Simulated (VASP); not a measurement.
MgO, 2 atoms in the cell. The structure is cubic, space group Fm-3m (No. 225). The conventional cell has a = 4.057 Å, b = 4.057 Å, c = 4.057 Å, α = 90.00°, β = 90.00°, γ = 90.00°. Within 2.7 Å of Mg (site symmetry m-3m) lie 6 O at 2.03 Å. Within 2.7 Å of O (site symmetry m-3m) lie 6 Mg at 2.03 Å. 

* Program: VASP 6.6.1
* Task: single point
* Functional: LDA
* Potentials or basis: VASP PAW LDA potentials, release 64 (Mg, O)
* Cutoff: 520 eV
* k mesh: 10 × 10 × 10
* Occupations: gaussian, width 0.01 eV
* Spin: no spin polarisation
* Dipole correction: no
* Further INCAR settings: ALGO = Normal; EDIFF = 1e-07; NBANDS = 11

Potentials or basis: VASP PAW LDA potentials, release 64 (Mg, O).

Run with:

```bash
$ cat potpaw_LDA.64/Mg/POTCAR potpaw_LDA.64/O/POTCAR > POTCAR
$ mpirun -np 1 vasp_std > vasp.out
```

Hardware: 1 thread of AMD EPYC 9R45 96-Core Processor (Zen 5), on a shared host.

**Question.** How long does it take, and how much memory?

**Answer.** Run time: 5.3 s on 1 thread of AMD EPYC 9R45 96-Core Processor (Zen 5), on a shared host, peak memory 0.1 GiB. Counts: scf iterations 12, k points 47.
